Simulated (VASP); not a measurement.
KF, 2 atoms in the cell. The structure is trigonal, space group R-3m (No. 166). Conventional cell: a = 3.789 Å, b = 3.789 Å, c = 8.704 Å, α = 90.00°, β = 90.00°, γ = 120.00°. Within 3.5 Å of K (site symmetry -3m) lie 6 F at 2.62 Å. F (site symmetry -3m) has 6 K at 2.62 Å within 3.5 Å. 

- Program: VASP 6.6.1
- Task: single point
- Functional: LDA
- Potentials or basis: VASP PAW LDA potentials, release 64 (K_sv, F)
- Cutoff: 520 eV
- k mesh: 8 × 8 × 8
- Occupations: gaussian, width 0.05 eV
- Spin: no spin polarisation
- Dipole correction: no
- Further INCAR settings: ALGO = Normal; EDIFF = 1e-06; NBANDS = 15

Potentials or basis: VASP PAW LDA potentials, release 64 (K_sv, F).

Run with:

```console
$ cat potpaw_LDA.64/K_sv/POTCAR potpaw_LDA.64/F/POTCAR > POTCAR
$ mpirun -np 1 vasp_std > vasp.out
```

Hardware: 1 thread of Intel(R) Xeon(R) Platinum 8375C CPU @ 2.90GHz (Ice Lake) (shared host).

Estimate the wall time of this run.

Wall time 25 s on 1 thread of Intel(R) Xeon(R) Platinum 8375C CPU @ 2.90GHz (Ice Lake), on a shared host, peak memory 0.16 GiB. Counts: scf iterations 12, k points 65.
